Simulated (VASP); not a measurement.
# GaAs (F-43m) in VASP: single point with PBE

Aim: the single point of GaAs with PBE.

All numbers are computed with VASP 6.6.1; they aren't measurements. Logs are shortened: lines on timing, memory, paths and dates and some standing lists are left out, and cuts for length are marked.

**1. The cell of the first run**

It takes space group F-43m (No. 216, cubic). The conventional cell has a = 5.746 Å, b = 5.746 Å, c = 5.746 Å, α = 90.00°, β = 90.00°, γ = 90.00°. Within 3.3 Å of Ga (site symmetry -43m) lie 4 As at 2.49 Å. As (site symmetry -43m) has 4 Ga at 2.49 Å within 3.3 Å.

**2. Single point, PBE**

File INCAR:

```
  PREC = Accurate
  ENCUT = 500
  EDIFF = 1E-6
  ISMEAR = 0
  SIGMA = 0.02
  LREAL = F
  LASPH = T
  NELM = 120
  ALGO = Normal
  ISIF = 2
  LWAVE = F
  LCHARG = T
  GGA = PE
  LELF = T
  LVHAR = T
  NBANDS = 16
  GGA_COMPAT = F
```

File KPOINTS:

```
regular mesh
0
Gamma
  16 16 16
```

File POSCAR:

```
GaAs
1.0
    0.0000000000      2.8728580445      2.8728580445
    2.8728580445      0.0000000000      2.8728580445
    2.8728580445      2.8728580445      0.0000000000
Ga As
1 1
Direct
    0.0000000000      0.0000000000      0.0000000000
    0.2500000000      0.2500000000      0.2500000000
```

Potentials or basis: VASP PAW PBE potentials, release 64 (Ga_d, As).

The run is started by

```bash
$ cat potpaw_PBE.64/Ga_d/POTCAR potpaw_PBE.64/As/POTCAR > POTCAR
$ mpirun -np 1 vasp_std > vasp.out
```

OUTCAR:

```text
PREC = Accurate
   ENCUT = 500
   EDIFF = 1E-6
   ISMEAR = 0
   LREAL = F
   LASPH = T
   NELM = 120
   ISIF = 2
   GGA = PE

 ion  position               nearest neighbor table
   1  0.000  0.000  0.000-   2 2.49   2 2.49   2 2.49   2 2.49
   2  0.250  0.250  0.250-   1 2.49   1 2.49   1 2.49   1 2.49

  LATTYP: Found a face centered cubic cell.
 ALAT       =     5.7457160890

  Lattice vectors:

 A1 = (   0.0000000000,   2.8728580445,   2.8728580445)
 A2 = (   2.8728580445,   0.0000000000,   2.8728580445)
 A3 = (   2.8728580445,   2.8728580445,   0.0000000000)

Analysis of symmetry for initial positions (statically):
=====================================================================
 Subroutine PRICEL returns:
 Original cell was already a primitive cell.

 Routine SETGRP: Setting up the symmetry group for a
 face centered cubic supercell.

 Subroutine GETGRP returns: Found 24 space group operations
 (whereof 24 operations were pure point group operations)
 out of a pool of 48 trial point group operations.

The static configuration has the point symmetry T_d .

Analysis of symmetry for dynamics (positions and initial velocities):
=====================================================================
 Subroutine PRICEL returns:
 Original cell was already a primitive cell.

 Routine SETGRP: Setting up the symmetry group for a
 face centered cubic supercell.

 Subroutine GETGRP returns: Found 24 space group operations
 (whereof 24 operations were pure point group operations)
 out of a pool of 48 trial point group operations.

The dynamic configuration has the point symmetry T_d .

 Subroutine INISYM returns: Found 24 space group operations
 (whereof 24 operations are pure point group operations),
 and found     1 'primitive' translations

----------------------------------------------------------------------------------------

                                     Primitive cell

  volume of cell :      47.4212

  direct lattice vectors                    reciprocal lattice vectors
     0.000000000  2.872858045  2.872858045    -0.174042710  0.174042710  0.174042710
     2.872858045  0.000000000  2.872858045     0.174042710 -0.174042710  0.174042710
     2.872858045  2.872858045  0.000000000     0.174042710  0.174042710 -0.174042710

  length of vectors
     4.062834809  4.062834809  4.062834809     0.301450817  0.301450817  0.301450817

  position of ions in fractional coordinates (direct lattice)
     0.000000000  0.000000000  0.000000000
     0.250000000  0.250000000  0.250000000

  ion indices of the primitive-cell ions
   primitive index   ion index
                 1           1
                 2           2

----------------------------------------------------------------------------------------

 KPOINTS: regular mesh

Automatic generation of k-mesh.
 Grid dimensions read from file:
 generate k-points for:   16   16   16

 Generating k-lattice:

  Cartesian coordinates                     Fractional coordinates (reciprocal lattice)
    -0.010877669  0.010877669  0.010877669     0.062500000  0.000000000  0.000000000
     0.010877669 -0.010877669  0.010877669     0.000000000  0.062500000  0.000000000
     0.010877669  0.010877669 -0.010877669     0.000000000  0.000000000  0.062500000

  Length of vectors
     0.018840676  0.018840676  0.018840676

  Shift w.r.t. Gamma in fractional coordinates (k-lattice)
     0.000000000  0.000000000  0.000000000

 Subroutine IBZKPT returns following result:
 ===========================================

 Found    145 irreducible k-points:

 Following reciprocal coordinates:
            Coordinates               Weight
  0.000000  0.000000  0.000000      1.000000
  0.062500  0.000000  0.000000      8.000000
  0.125000  0.000000  0.000000      8.000000
  0.187500  0.000000  0.000000      8.000000
  0.250000  0.000000  0.000000      8.000000
  0.312500  0.000000  0.000000      8.000000
[... 16 lines left out ...]
 -0.125000  0.062500  0.000000     24.000000
 -0.062500  0.062500  0.000000     12.000000
 [... further k-points ...]
   k-points           NKPTS =    145   k-points in BZ     NKDIM =    145   number of bands    NBANDS=     16
   number of dos      NEDOS =    301   number of ions     NIONS =      2
   total plane-waves  NPLWV =  27000
   dimension x,y,z NGX =    30 NGY =   30 NGZ =   30
   dimension x,y,z NGXF=    60 NGYF=   60 NGZF=   60
   ions per type =               1   1
   NGX,Y,Z   is equivalent  to a cutoff of  12.28, 12.28, 12.28 a.u.
   NGXF,Y,Z  is equivalent  to a cutoff of  24.55, 24.55, 24.55 a.u.
 SYSTEM =  unknown system
   PREC   = accura    normal or accurate (medium, high low for compatibility)
   ISTART =      0    job   : 0-new  1-cont  2-samecut
   ICHARG =      2    charge: 1-file 2-atom 10-const
   ISPIN  =      1    spin polarized calculation?
   LNONCOLLINEAR =      F non collinear calculations
   LSORBIT =      F    spin-orbit coupling
   LASPH  =      T    aspherical Exc in radial PAW
   ENCUT  =  500.0 eV  36.75 Ry    6.06 a.u.   7.41  7.41  7.41*2*pi/ulx,y,z
   NELM   =    120;   NELMIN=  2; NELMDL= -5     # of ELM steps
   EDIFF  = 0.1E-05   stopping-criterion for ELM
   LREAL  =      F    real-space projection
   EDIFFG = 0.1E-04   stopping-criterion for IOM
   NSW    =      0    number of steps for IOM
   IBRION =     -1    ionic relax: 0-MD 1-quasi-New 2-CG
   NFREE  =      0    steps in history (QN), initial steepest desc. (CG)
   ISIF   =      2    stress and relaxation
   ISYM   =      2    0-nonsym 1-usesym 2-fastsym
   POTIM  = 0.5000    time-step for ionic-motion
   TEBEG  =    0.0;   TEEND  =   0.0 temperature during run
   PSTRESS=    0.0 pullay stress
   NELECT =      18.0000    total number of electrons
   NUPDOWN=      -1.0000    fix difference up-down
   EMIN   =  10.00;   EMAX   =-10.00  energy-range for DOS
   EFERMI =   0.00;   METHOD = LEGACY
   ISMEAR =     0;   SIGMA  =   0.02  broadening in eV -4-tet -1-fermi 0-gaus
   EFERMI_NEDOS =   21; number of points for ismear=-14 and -15
   IALGO  =     38    algorithm
   IMIX   =      4    mixing-type and parameters
     AMIX     =   0.40;   BMIX     =  1.00
     AMIX_MAG =   1.60;   BMIX_MAG =  1.00
  volume/ion in A,a.u.               =      23.71       160.01
  Fermi-wavevector in a.u.,A,eV,Ry     =   1.185336  2.239960 19.116479  1.405022
  Thomas-Fermi vector in A             =   2.321532
   LORBIT       =      0    0 simple, 1 ext, 2 COOP (PROOUT), +10 PAW based schemes
   GGA     = PE    functional components
   LHFCALC =     F    Hartree Fock is set to
   AEXX    =    0.0000 exact exchange contribution
   IVDW    =     0    specifies the selected vdW correction
   LEPSILON=     F    determine dielectric tensor
   LRPA    =     F    only Hartree local field effects (RPA)
 non-spin polarized calculation
 Gauss-broadening in eV      SIGMA  =   0.02
  energy-cutoff  :      500.00
  volume of cell :       47.42
 maximum number of plane-waves:      1243
 NGX is ok and might be reduce to    30
   NGX = 15   NGY = 15   NGZ = 15

 number of electron      17.9999987 magnetization

 Free energy of the ion-electron system (eV)
  ---------------------------------------------------
  ext. energy  EPLUGINS =         0.00000000
  ---------------------------------------------------
  free energy    TOTEN  =        -8.27661677 eV

  energy without entropy =       -8.27661677  energy(sigma->0) =       -8.27661677

 E-fermi :   3.5748     XC(G=0):  -9.3724

 val. band max:        3.4871509249   @ k =   0.0000   0.0000   0.0000
 cond. band min:       3.6493554680   @ k =   0.0000   0.0000   0.0000
 fundamental gap:      0.1622045432
 Fermi energy:         3.5747929209

 k-point     1 :       0.0000    0.0000    0.0000
  band No.  band energies     occupation
      1     -11.2376      2.00000
      2     -11.2376      2.00000
      3     -11.2376      2.00000
      4     -11.1696      2.00000
      5     -11.1696      2.00000
      6      -8.9012      2.00000
[... 8 lines left out ...]
     15      13.4909      0.00000
     16      13.4909      0.00000

 k-point     2 :       0.0625    0.0000    0.0000
  band No.  band energies     occupation
      1     -11.2404      2.00000
      2     -11.2368      2.00000
      3     -11.2368      2.00000
      4     -11.1696      2.00000
      5     -11.1696      2.00000
      6      -8.8583      2.00000
[... 8 lines left out ...]
     15      13.1585      0.00000
     16      13.1585      0.00000

 k-point     3 :       0.1250    0.0000    0.0000
  band No.  band energies     occupation
      1     -11.2482      2.00000
      2     -11.2346      2.00000
      3     -11.2346      2.00000
      4     -11.1697      2.00000
      5     -11.1697      2.00000
      6      -8.7315      2.00000
[... 8 lines left out ...]
     15      12.6838      0.00000
     16      12.6838      0.00000

 k-point     4 :       0.1875    0.0000    0.0000
  band No.  band energies     occupation
      1     -11.2594      2.00000
      2     -11.2315      2.00000
      3     -11.2315      2.00000
      4     -11.1696      2.00000
      5     -11.1696      2.00000
      6      -8.5275      2.00000
[... 8 lines left out ...]
     15      12.4059      0.00000
     16      12.4059      0.00000

 k-point     5 :       0.2500    0.0000    0.0000
  band No.  band energies     occupation
      1     -11.2720      2.00000
      2     -11.2281      2.00000
      3     -11.2281      2.00000
      4     -11.1693      2.00000
      5     -11.1693      2.00000
      6      -8.2585      2.00000
[... 8 lines left out ...]
     15      12.4425      0.00000
     16      12.4425      0.00000

 k-point     6 :       0.3125    0.0000    0.0000
  band No.  band energies     occupation
      1     -11.2840      2.00000
      2     -11.2251      2.00000
      3     -11.2251      2.00000
      4     -11.1685      2.00000
      5     -11.1685      2.00000
      6      -7.9468      2.00000
[... 8 lines left out ...]
     15      12.8342      0.00000
     16      12.8342      0.00000

 k-point     7 :       0.3750    0.0000    0.0000
  band No.  band energies     occupation
      1     -11.2939      2.00000
      2     -11.2229      2.00000
      3     -11.2229      2.00000
      4     -11.1675      2.00000
      5     -11.1675      2.00000
      6      -7.6320      2.00000
[... 8 lines left out ...]
     15      13.5351      0.00000
     16      13.5351      0.00000

 k-point     8 :       0.4375    0.0000    0.0000
  band No.  band energies     occupation
      1     -11.3003      2.00000
      2     -11.2216      2.00000
      3     -11.2215      2.00000
      4     -11.1667      2.00000
      5     -11.1667      2.00000
      6      -7.3816      2.00000
[... 8 lines left out ...]
     15      14.4378      0.00000
     16      14.4378      0.00000

 k-point     9 :       0.5000    0.0000    0.0000
  band No.  band energies     occupation
      1     -11.3025      2.00000
      2     -11.2211      2.00000
      3     -11.2211      2.00000
      4     -11.1663      2.00000
      5     -11.1663      2.00000
      6      -7.2826      2.00000
[... 8 lines left out ...]
     15      15.1196      0.00000
     16      15.1196      0.00000
[... 172 lines left out ...]
 k-point    19 :      -0.3750    0.0625    0.0000
  band No.  band energies     occupation
      1     -11.2973      2.00000
      2     -11.2218      2.00000
      3     -11.2214      2.00000
      4     -11.1682      2.00000
      5     -11.1668      2.00000
      6      -7.5066      2.00000
[... 8 lines left out ...]
     15      13.2585      0.00000
     16      14.6759      0.00000

 k-point    20 :      -0.3125    0.0625    0.0000
  band No.  band energies     occupation
      1     -11.2888      2.00000
      2     -11.2240      2.00000
      3     -11.2230      2.00000
      4     -11.1695      2.00000
      5     -11.1673      2.00000
      6      -7.8071      2.00000
[... 8 lines left out ...]
     15      12.4931      0.00000
     16      13.8732      0.00000

 k-point    21 :      -0.2500    0.0625    0.0000
  band No.  band energies     occupation
      1     -11.2778      2.00000
      2     -11.2270      2.00000
      3     -11.2254      2.00000
      4     -11.1705      2.00000
      5     -11.1680      2.00000
      6      -8.1237      2.00000
[... 8 lines left out ...]
     15      12.4148      0.00000
     16      13.3346      0.00000

 k-point    22 :      -0.1875    0.0625    0.0000
  band No.  band energies     occupation
      1     -11.2657      2.00000
      2     -11.2305      2.00000
      3     -11.2285      2.00000
      4     -11.1708      2.00000
      5     -11.1685      2.00000
      6      -8.4085      2.00000
[... 8 lines left out ...]
     15      12.4136      0.00000
     16      13.0464      0.00000

 k-point    23 :      -0.1250    0.0625    0.0000
  band No.  band energies     occupation
      1     -11.2542      2.00000
      2     -11.2337      2.00000
      3     -11.2318      2.00000
      4     -11.1706      2.00000
      5     -11.1689      2.00000
      6      -8.6347      2.00000
[... 8 lines left out ...]
     15      12.2210      0.00000
     16      12.7780      0.00000

 k-point    24 :      -0.0625    0.0625    0.0000
  band No.  band energies     occupation
      1     -11.2452      2.00000
      2     -11.2359      2.00000
      3     -11.2348      2.00000
      4     -11.1702      2.00000
      5     -11.1692      2.00000
      6      -8.7874      2.00000
[... 8 lines left out ...]
     15      12.5692      0.00000
     16      13.0523      0.00000

 [... further k-points ...]
[... 5 lines left out ...]
  --------------------------------------------------------------------------------------
  -------------------------------------------------------------------------------------
  Total        0.0429739      0.0429739      0.0429739      0.0000000      0.0000000      0.0000000
  in kB        1.4519205      1.4519205      1.4519205      0.0000000      0.0000000      0.0000000
  external PRESSURE =       1.4519205 kB  Pullay stress =       0.0000000 kB

 VOLUME and BASIS-vectors are now :
 -----------------------------------------------------------------------------
  energy-cutoff  :      500.00
  volume of cell :       47.42
      direct lattice vectors                 reciprocal lattice vectors
     0.000000000  2.872858045  2.872858045    -0.174042710  0.174042710  0.174042710
     2.872858045  0.000000000  2.872858045     0.174042710 -0.174042710  0.174042710
     2.872858045  2.872858045  0.000000000     0.174042710  0.174042710 -0.174042710

 POSITION                                       TOTAL-FORCE (eV/Angst)
 -----------------------------------------------------------------------------------
      0.00000      0.00000      0.00000         0.000000     -0.000000      0.000000
      1.43643      1.43643      1.43643        -0.000000      0.000000     -0.000000
 -----------------------------------------------------------------------------------
    total drift:                                0.000000      0.000000      0.000000

  FREE ENERGIE OF THE ION-ELECTRON SYSTEM (eV)
  ---------------------------------------------------
  free  energy   TOTEN  =        -8.2766167741 eV

  energy  without entropy=       -8.2766167741  energy(sigma->0) =       -8.27661677
```

Wall time 41 s (1 thread of Intel Xeon Platinum 8481C at 2.70GHz (Sapphire Rapids), shared host); peak memory 0.24 GiB.

Results:

* Free energy: -8.2766 eV
* Pressure: 0.1 GPa
* Band gap on the k mesh: 0.16 eV, direct
